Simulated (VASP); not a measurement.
# RuS2 (C2/m) in VASP: single point with PBEsol+U

Aim: the single point of RuS2 with PBEsol+U.

All numbers are computed with VASP 6.6.1; they aren't measurements. Logs are shortened: lines on timing, memory, paths and dates and some standing lists are left out, and cuts for length are marked.

### Step 1. The cell of the first run

It takes space group C2/m (No. 12, monoclinic). Conventional cell: a = 6.220 Å, b = 3.813 Å, c = 4.386 Å, α = 90.00°, β = 90.04°, γ = 90.00°. Ru (site symmetry 2/m) has 6 S at 2.32 to 2.57 Å within 3.1 Å. Within 3.1 Å of S (site symmetry m) lie 3 Ru at 2.32 to 2.57 Å and 3 S at 2.77 to 2.98 Å.

### Step 2. Single point, PBEsol+U, collinear spin, ferromagnetic start

The input, INCAR:

```
SYSTEM = RuS2
ALGO = Normal ; EDIFF = 1E-6
ENCUT = 600 ; GGA = PS
GGA_COMPAT = .False. ; ISIF = 2
ISMEAR = 0 ; ISPIN = 2
LASPH = .True. ; LCHARG = .False.
LDAU = .True. ; LDAUJ = 0.7 0
LDAUL = 2 -1 ; LDAUPRINT = 1
LDAUTYPE = 1 ; LDAUU = 4 0
LMAXMIX = 4 ; LORBIT = 11
LREAL = .False. ; LWAVE = .False.
MAGMOM = 4 0 0 ; NBANDS = 25
NELM = 200 ; PREC = Accurate
SIGMA = 0.05
```

The input, KPOINTS:

```
k-points
0
Gamma
  6 6 4
  0 0 0
```

The input, POSCAR:

```
RuS2
1.0
    3.1102166100     -1.9066246500      0.0000000000
    3.1102166100      1.9066246500      0.0000000000
   -0.0030620500      0.0000000000      4.3860576300
Ru S
1 2
Direct
    0.0000000000      0.0000000000      0.0000000000
    0.6879000000      0.6879000000      0.2889000000
    0.3121000000      0.3121000000      0.7111000000
```

Potentials or basis: VASP PAW PBE potentials, release 64 (Ru_sv, S).

Started as:

```bash
cat potpaw_PBE.64/Ru_sv/POTCAR potpaw_PBE.64/S/POTCAR > POTCAR
mpirun -np 1 vasp_std > vasp.out
```

OUTCAR:

```text
SYSTEM = RuS2
   EDIFF = 1E-6
   ENCUT = 600
   GGA = PS
   ISIF = 2
   ISMEAR = 0
   ISPIN = 2
   LASPH = .True.
   LORBIT = 11
   LREAL = .False.
   NELM = 200
   PREC = Accurate

 ion  position               nearest neighbor table
   1  0.000  0.000  0.000-   2 2.32   3 2.32   2 2.57   2 2.57   3 2.57   3 2.57
   2  0.688  0.688  0.289-   1 2.32   1 2.57   1 2.57   3 2.77   3 2.77
   3  0.312  0.312  0.711-   1 2.32   1 2.57   1 2.57   2 2.77   2 2.77

  LATTYP: Found a base centered monoclinic cell.
 ALAT       =     6.2204332200
 B/A-ratio  =     0.6130198919
 C/A-ratio  =     0.7051050214
 COS(beta)  =    -0.0006981325

  Lattice vectors:

 A1 = (   3.1102166100,  -1.9066246500,   0.0000000000)
 A2 = (   3.1102166100,   1.9066246500,   0.0000000000)
 A3 = (  -0.0030620500,   0.0000000000,   4.3860576300)

Analysis of symmetry for initial positions (statically):
=====================================================================
 Subroutine PRICEL returns:
 Original cell was already a primitive cell.

 Routine SETGRP: Setting up the symmetry group for a
 base centered monoclinic supercell.

 Subroutine GETGRP returns: Found  4 space group operations
 (whereof  4 operations were pure point group operations)
 out of a pool of  4 trial point group operations.

The static configuration has the point symmetry C_2h.

Analysis of symmetry for dynamics (positions and initial velocities):
=====================================================================
 Subroutine PRICEL returns:
 Original cell was already a primitive cell.

 Routine SETGRP: Setting up the symmetry group for a
 base centered monoclinic supercell.

 Subroutine GETGRP returns: Found  4 space group operations
 (whereof  4 operations were pure point group operations)
 out of a pool of  4 trial point group operations.

The dynamic configuration has the point symmetry C_2h.

Analysis of structural, dynamic, and magnetic symmetry:
=====================================================================
 Subroutine PRICEL returns:
 Original cell was already a primitive cell.

 Routine SETGRP: Setting up the symmetry group for a
 base centered monoclinic supercell.

 Subroutine GETGRP returns: Found  4 space group operations
 (whereof  4 operations were pure point group operations)
 out of a pool of  4 trial point group operations.

The overall configuration has the point symmetry C_2h.

 Subroutine INISYM returns: Found  4 space group operations
 (whereof  4 operations are pure point group operations),
 and found     1 'primitive' translations

----------------------------------------------------------------------------------------

                                     Primitive cell

  volume of cell :      52.0188

  direct lattice vectors                    reciprocal lattice vectors
     3.110216610 -1.906624650  0.000000000     0.160760507 -0.262243541  0.000112232
     3.110216610  1.906624650  0.000000000     0.160760507  0.262243541  0.000112232
    -0.003062050  0.000000000  4.386057630     0.000000000  0.000000000  0.227995180

  length of vectors
     3.648104291  3.648104291  4.386058699     0.307596535  0.307596535  0.227995180

  position of ions in fractional coordinates (direct lattice)
     0.000000000  0.000000000  0.000000000
     0.687900000  0.687900000  0.288900000
     0.312100000  0.312100000  0.711100000

  ion indices of the primitive-cell ions
   primitive index   ion index
                 1           1
                 2           2
                 3           3

----------------------------------------------------------------------------------------

 KPOINTS: k-points

Automatic generation of k-mesh.
 Grid dimensions read from file:
 generate k-points for:    6    6    4

 Generating k-lattice:

  Cartesian coordinates                     Fractional coordinates (reciprocal lattice)
     0.026793418 -0.043707257  0.000018705     0.166666667  0.000000000 -0.000000000
     0.026793418  0.043707257  0.000018705     0.000000000  0.166666667 -0.000000000
     0.000000000  0.000000000  0.056998795     0.000000000  0.000000000  0.250000000

  Length of vectors
     0.051266089  0.051266089  0.056998795

  Shift w.r.t. Gamma in fractional coordinates (k-lattice)
     0.000000000  0.000000000  0.000000000

 Subroutine IBZKPT returns following result:
 ===========================================

 Found     47 irreducible k-points:

 Following reciprocal coordinates:
            Coordinates               Weight
  0.000000  0.000000  0.000000      1.000000
  0.166667  0.000000  0.000000      4.000000
  0.333333  0.000000  0.000000      4.000000
  0.500000  0.000000  0.000000      2.000000
  0.166667  0.166667  0.000000      2.000000
  0.333333  0.166667  0.000000      4.000000
[... 16 lines left out ...]
 -0.333333  0.166667  0.250000      4.000000
 -0.166667  0.166667  0.250000      4.000000
 [... further k-points ...]
   k-points           NKPTS =     47   k-points in BZ     NKDIM =     47   number of bands    NBANDS=     25
   number of dos      NEDOS =    301   number of ions     NIONS =      3
   total plane-waves  NPLWV =  32400
   dimension x,y,z NGX =    30 NGY =   30 NGZ =   36
   dimension x,y,z NGXF=    60 NGYF=   60 NGZF=   72
   ions per type =               1   2
   NGX,Y,Z   is equivalent  to a cutoff of  13.67, 13.67, 13.65 a.u.
   NGXF,Y,Z  is equivalent  to a cutoff of  27.34, 27.34, 27.29 a.u.
 SYSTEM =  RuS2
   PREC   = accura    normal or accurate (medium, high low for compatibility)
   ISTART =      0    job   : 0-new  1-cont  2-samecut
   ICHARG =      2    charge: 1-file 2-atom 10-const
   ISPIN  =      2    spin polarized calculation?
   LNONCOLLINEAR =      F non collinear calculations
   LSORBIT =      F    spin-orbit coupling
   LASPH  =      T    aspherical Exc in radial PAW
   ENCUT  =  600.0 eV  44.10 Ry    6.64 a.u.   7.29  7.29  8.76*2*pi/ulx,y,z
   NELM   =    200;   NELMIN=  2; NELMDL= -5     # of ELM steps
   EDIFF  = 0.1E-05   stopping-criterion for ELM
   LREAL  =      F    real-space projection
   EDIFFG = 0.1E-04   stopping-criterion for IOM
   NSW    =      0    number of steps for IOM
   IBRION =     -1    ionic relax: 0-MD 1-quasi-New 2-CG
   NFREE  =      0    steps in history (QN), initial steepest desc. (CG)
   ISIF   =      2    stress and relaxation
   ISYM   =      2    0-nonsym 1-usesym 2-fastsym
   POTIM  = 0.5000    time-step for ionic-motion
   TEBEG  =    0.0;   TEEND  =   0.0 temperature during run
   PSTRESS=    0.0 pullay stress
   NELECT =      28.0000    total number of electrons
   NUPDOWN=      -1.0000    fix difference up-down
   EMIN   =  10.00;   EMAX   =-10.00  energy-range for DOS
   EFERMI =   0.00;   METHOD = LEGACY
   ISMEAR =     0;   SIGMA  =   0.05  broadening in eV -4-tet -1-fermi 0-gaus
   EFERMI_NEDOS =   21; number of points for ismear=-14 and -15
   IALGO  =     38    algorithm
   IMIX   =      4    mixing-type and parameters
     AMIX     =   0.40;   BMIX     =  1.00
     AMIX_MAG =   1.60;   BMIX_MAG =  1.00
  volume/ion in A,a.u.               =      17.34       117.01
  Fermi-wavevector in a.u.,A,eV,Ry     =   1.331703  2.516554 24.129027  1.773433
  Thomas-Fermi vector in A             =   2.460694
   LORBIT       =     11    0 simple, 1 ext, 2 COOP (PROOUT), +10 PAW based schemes
 LDA+U is selected, type is set to LDAUTYPE =  1
   angular momentum for each species LDAUL =     2   -1
   U (eV)           for each species LDAUU =   4.0  0.0
   J (eV)           for each species LDAUJ =   0.7  0.0
   GGA     = PS    functional components
   LHFCALC =     F    Hartree Fock is set to
   AEXX    =    0.0000 exact exchange contribution
   IVDW    =     0    specifies the selected vdW correction
   LEPSILON=     F    determine dielectric tensor
   LRPA    =     F    only Hartree local field effects (RPA)
 spin polarized calculation
 Gauss-broadening in eV      SIGMA  =   0.05
  energy-cutoff  :      600.00
  volume of cell :       52.02
 maximum number of plane-waves:      1750
 NGX is ok and might be reduce to    30
   NGX = 15   NGY = 15   NGZ = 17

atom =   1  type =  1  l = 2

 onsite density matrix

spin component  1

  0.6896 -0.1678  0.0000  0.0000  0.0000
 -0.1678  0.5701  0.0000  0.0000  0.0000
  0.0000  0.0000  0.8067  0.0049 -0.0114
  0.0000  0.0000  0.0049  0.5763  0.1573
  0.0000  0.0000 -0.0114  0.1573  0.6680

spin component  2

  0.2073 -0.0137  0.0000  0.0000  0.0000
 -0.0137  0.4424  0.0000  0.0000  0.0000
  0.0000  0.0000  0.2616  0.1338  0.1552
  0.0000  0.0000  0.1338  0.5278  0.1164
  0.0000  0.0000  0.1552  0.1164  0.5754

 occupancies and eigenvectors

  o =  0.1765  v =  0.0000  0.0000  0.0000  0.0000  0.0000  0.0000  0.0000  0.9235 -0.2577 -0.2841      0.0000  0.0000  0.0000  0.0000  0.0000  0.0000  0.0000  0.0000  0.0000  0.0000
  o =  0.2065  v =  0.0000  0.0000  0.0000  0.0000  0.0000 -0.9983 -0.0579  0.0000  0.0000  0.0000      0.0000  0.0000  0.0000  0.0000  0.0000  0.0000  0.0000  0.0000  0.0000  0.0000
  o =  0.4329  v =  0.0000  0.0000  0.0000  0.0000  0.0000  0.0000  0.0000  0.0160  0.7659 -0.6428      0.0000  0.0000  0.0000  0.0000  0.0000  0.0000  0.0000  0.0000  0.0000  0.0000
  o =  0.4432  v =  0.0000  0.0000  0.0000  0.0000  0.0000 -0.0579  0.9983  0.0000  0.0000  0.0000      0.0000  0.0000  0.0000  0.0000  0.0000  0.0000  0.0000  0.0000  0.0000  0.0000
  o =  0.4517  v = -0.5764 -0.8172  0.0000  0.0000  0.0000  0.0000  0.0000  0.0000  0.0000  0.0000      0.0000  0.0000  0.0000  0.0000  0.0000  0.0000  0.0000  0.0000  0.0000  0.0000
  o =  0.4580  v =  0.0000  0.0000 -0.0309  0.7992 -0.6002  0.0000  0.0000  0.0000  0.0000  0.0000      0.0000  0.0000  0.0000  0.0000  0.0000  0.0000  0.0000  0.0000  0.0000  0.0000
  o =  0.7554  v =  0.0000  0.0000  0.0000  0.0000  0.0000  0.0000  0.0000  0.3833  0.5891  0.7114      0.0000  0.0000  0.0000  0.0000  0.0000  0.0000  0.0000  0.0000  0.0000  0.0000
  o =  0.7843  v =  0.0000  0.0000  0.2636  0.5858  0.7664  0.0000  0.0000  0.0000  0.0000  0.0000      0.0000  0.0000  0.0000  0.0000  0.0000  0.0000  0.0000  0.0000  0.0000  0.0000
  o =  0.8080  v = -0.8172  0.5764  0.0000  0.0000  0.0000  0.0000  0.0000  0.0000  0.0000  0.0000      0.0000  0.0000  0.0000  0.0000  0.0000  0.0000  0.0000  0.0000  0.0000  0.0000
  o =  0.8087  v =  0.0000  0.0000 -0.9642  0.1345  0.2287  0.0000  0.0000  0.0000  0.0000  0.0000      0.0000  0.0000  0.0000  0.0000  0.0000  0.0000  0.0000  0.0000  0.0000  0.0000

 number of electron      27.9999993 magnetization       1.5729515

 Free energy of the ion-electron system (eV)
  ---------------------------------------------------
  ext. energy  EPLUGINS =         0.00000000
  ---------------------------------------------------
  free energy    TOTEN  =       -15.25279113 eV

  energy without entropy =      -15.25208275  energy(sigma->0) =      -15.25243694

 E-fermi :   7.5555     XC(G=0): -11.3248

 val. band max:        7.5197538018   @ k =  -0.3333  -0.3333   0.2500
 cond. band min:       7.5592365473   @ k =  -0.1667   0.1667   0.5000
 fundamental gap:      0.0394827455
 Fermi energy:         7.5554971437

 spin component 1

 k-point     1 :       0.0000    0.0000    0.0000
  band No.  band energies     occupation
      1     -65.6675      1.00000
      2     -36.1249      1.00000
      3     -35.4831      1.00000
      4     -35.4572      1.00000
      5      -7.1546      1.00000
      6      -3.4345      1.00000
[... 17 lines left out ...]
     24      20.8579      0.00000
     25      21.0586      0.00000
[... 621 lines left out ...]
      3     -35.4846      1.00000
      4     -35.4690      1.00000
      5      -6.1183      1.00000
      6      -4.4444      1.00000
[... 17 lines left out ...]
     24      19.9223      0.00000
     25      20.7137      0.00000

 [... further k-points ...]

 spin component 2

 k-point     1 :       0.0000    0.0000    0.0000
  band No.  band energies     occupation
      1     -64.6800      1.00000
      2     -34.8656      1.00000
      3     -34.5547      1.00000
      4     -34.5259      1.00000
      5      -7.0665      1.00000
      6      -3.3699      1.00000
[... 17 lines left out ...]
     24      21.1562      0.00000
     25      21.2448      0.00000
[... 621 lines left out ...]
      3     -34.5671      1.00000
      4     -34.5271      1.00000
      5      -6.0347      1.00000
      6      -4.3506      1.00000
[... 17 lines left out ...]
     24      20.0341      0.00000
     25      21.1657      0.00000

 [... further k-points ...]
[... 5 lines left out ...]
  --------------------------------------------------------------------------------------
  -------------------------------------------------------------------------------------
  Total       -3.7361803     -5.1302757      0.9226283      0.0000000      0.0000000     -2.2437375
  in kB     -115.0742733   -158.0123809     28.4169332      0.0000000      0.0000000    -69.1070676
  external PRESSURE =     -81.5565737 kB  Pullay stress =       0.0000000 kB

 VOLUME and BASIS-vectors are now :
 -----------------------------------------------------------------------------
  energy-cutoff  :      600.00
  volume of cell :       52.02
      direct lattice vectors                 reciprocal lattice vectors
     3.110216610 -1.906624650  0.000000000     0.160760507 -0.262243541  0.000112232
     3.110216610  1.906624650  0.000000000     0.160760507  0.262243541  0.000112232
    -0.003062050  0.000000000  4.386057630     0.000000000  0.000000000  0.227995180

 POSITION                                       TOTAL-FORCE (eV/Angst)
 -----------------------------------------------------------------------------------
      0.00000      0.00000      0.00000         0.000000      0.000000      0.000000
      4.27815      0.00000      1.26713        -0.879261      0.000000     -1.039600
      1.93922      0.00000      3.11893         0.879261      0.000000      1.039600
 -----------------------------------------------------------------------------------
    total drift:                                0.000000      0.000000      0.000000

  FREE ENERGIE OF THE ION-ELECTRON SYSTEM (eV)
  ---------------------------------------------------
  free  energy   TOTEN  =       -15.2527911340 eV

  energy  without entropy=      -15.2520827453  energy(sigma->0) =      -15.25243694

 total charge

# of ion       s       p       d       tot
------------------------------------------
    1        2.172   6.061   5.276  13.509
    2        1.365   2.229   0.000   3.593
    3        1.365   2.229   0.000   3.593
--------------------------------------------------
tot          4.901  10.519   5.276  20.696

 magnetization (x)

# of ion       s       p       d       tot
------------------------------------------
    1        0.014   0.016   1.287   1.318
    2        0.003   0.032   0.000   0.034
    3        0.003   0.032   0.000   0.034
--------------------------------------------------
tot          0.020   0.079   1.287   1.386
```

Run time: 2.7 min. Hardware: 1 thread of Intel Xeon Platinum 8259CL at 2.50GHz (Skylake/Cascade Lake), shared host; peak memory 0.26 GiB.

What came out:

| Quantity | Value |
| --- | --- |
| Free energy | -15.2528 eV |
| Pressure | -8.2 GPa |
| Largest force | 1.362 eV/Å |
| Net moment | 1.57 μB per cell |
| Site moments | Ru +1.32; S +0.03 μB |
| Valence electrons inside the program's atomic spheres | Ru 13.51; S 3.59 |

Forces on the atoms (eV/Å):
```
Ru   0.000  0.000  0.000
S   -0.879  0.000 -1.040
S    0.879  0.000  1.040
```

Levels at points of the mesh, in eV from the Fermi level:
Spin up:
```
           k point  band 12  band 13  band 14  band 15  band 16  band 17  band 18  band 19
(0.00, 0.00, 0.00)    -1.29    -0.86    -0.15     0.83     0.91     1.95     4.24     6.17
(0.50, 0.00, 0.00)    -2.59    -2.22    -1.75    -1.32     1.65     3.49     6.86     7.82
(0.50, 0.50, 0.00)    -2.95    -2.65    -2.02    -1.39     2.20     3.21     6.67     6.87
(0.00, 0.00, 0.50)    -2.26    -2.06    -1.36    -0.86     3.06     3.32     6.49     7.68
(0.50, 0.00, 0.50)    -1.86    -1.56    -1.49     0.13     1.40     2.81     5.36     7.11
(0.50, 0.50, 0.50)    -2.67    -1.79    -1.36    -1.10     1.02     2.76     6.42     7.76
```
Spin down:
```csv
k point,band 10,band 11,band 12,band 13,band 14,band 15,band 16,band 17
"(0.00, 0.00, 0.00)",-1.58,-0.96,-0.79,-0.05,0.90,1.01,2.00,2.17
"(0.50, 0.00, 0.00)",-3.18,-3.08,-2.12,-1.01,-0.54,0.74,2.37,3.91
"(0.50, 0.50, 0.00)",-2.95,-2.94,-1.91,-1.44,0.46,0.62,2.56,3.62
"(0.00, 0.00, 0.50)",-2.28,-1.97,-1.71,-1.30,-1.14,0.84,3.55,4.06
"(0.50, 0.00, 0.50)",-1.87,-1.46,-0.98,-0.24,0.24,0.77,1.83,3.40
"(0.50, 0.50, 0.50)",-3.27,-1.68,-1.02,-1.02,0.48,0.79,1.59,3.03
```

Eigenvalues of the final occupation matrices:
```
    site  spin  trace               eigenvalues
site 1 d     1   3.31  0.45 0.46 0.78 0.81 0.81
site 1 d     2   2.01  0.18 0.21 0.43 0.44 0.76
```

Caveat: the stress differs along the axes, from -16 to 3 GPa; the PAW data sets were made with another functional, which shifts forces and pressure a little. The state reached can hang on the start; a lower one may exist.
